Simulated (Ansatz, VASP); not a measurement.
# Cd3S2: VASP beside Ansatz

```
Cd S
1.0
     1.92911    1.11377    8.94240
    -1.92911    1.11377    8.94240
     0.00000   -2.22754    8.94240
Cd S
3 2
Direct
  0.00000 0.00000 0.00000
  0.20950 0.20950 0.20950
  0.79050 0.79050 0.79050
  0.40000 0.40000 0.40000
  0.60000 0.60000 0.60000
```

Alike in both runs: task single point; functional PBE; k mesh 6 × 6 × 6; occupations gaussian, width 0.1 eV; no spin polarisation.

|  | VASP | Ansatz |
| --- | --- | --- |
| version | VASP 6.6.1 | Ansatz 0.2.0 |
| potentials or method | VASP PAW PBE potentials, release 64 (Cd, S), cutoff 520 eV | scalar-relativistic, plane waves, PAW |
| valence electrons in the cell | 48 | 72 |

|  | VASP | Ansatz | Ansatz less VASP |
| --- | --- | --- | --- |
| gap on the k mesh at the Fermi level (eV) | none | none | - |
| pressure (GPa) | -2.1 | -2.4 | -0.28 |
| traceless stress, the component that is largest in VASP (GPa) | -1.85 | -1.87 | -0.020 |
| rms of the force components (eV/Å) | 0.276 | 0.269 | -0.0065 |

Atom by atom the forces differ by 0.009 eV/Å (rms over components). A gap of «none» marks a metal or a gap that the smearing closes. With one functional, cell and mesh, what is left measures potentials, basis and numerics. VASP's potentials hold 48 valence electrons a cell and Ansatz's 72, so a difference there can come from the potentials and not from the codes.
